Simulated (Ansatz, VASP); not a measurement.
**Two plane-wave programs on Ag3Os**

```
Ag Os
1.0
     2.73838    0.00000    0.00000
     0.00000    2.73838    0.00000
     0.00000    0.00000    8.91052
Ag Os
3 1
Direct
  0.00000 0.00000 0.74396
  0.00000 0.00000 0.25604
  0.50000 0.50000 0.00000
  0.50000 0.50000 0.50000
```

Alike in both runs: task single point; functional PBE; k mesh 6 × 6 × 2; occupations gaussian, width 0.1 eV; collinear spin.

|  | VASP | Ansatz |
| --- | --- | --- |
| version | VASP 6.6.1 | Ansatz 0.2.0 |
| potentials or method | VASP PAW PBE potentials, release 64 (Ag, Os), cutoff 520 eV | scalar-relativistic, plane waves, PAW |
| valence electrons in the cell | 41 | 73 |

```tsv
	VASP	Ansatz	Ansatz less VASP
gap on the k mesh at the Fermi level (eV)	none	none	-
pressure (GPa)	0.2	0.4	+0.24
traceless stress, the component that is largest in VASP (GPa)	-0.31	-0.46	-0.150
net moment per atom (μB)	0.25	0.25	+0.004
size of the moment on the site where the two differ most (μB)	0.90	0.81	-0.090
```

Site moments also hang on the region over which each program counts them. A gap of «none» marks a metal or a gap that the smearing closes. With one functional, cell and mesh, what is left measures potentials, basis and numerics. VASP's potentials hold 41 valence electrons a cell and Ansatz's 73, so a difference there can come from the potentials and not from the codes.

The k mesh is coarse, so the values compare programs but aren't converged. Neither program's run includes spin-orbit coupling.
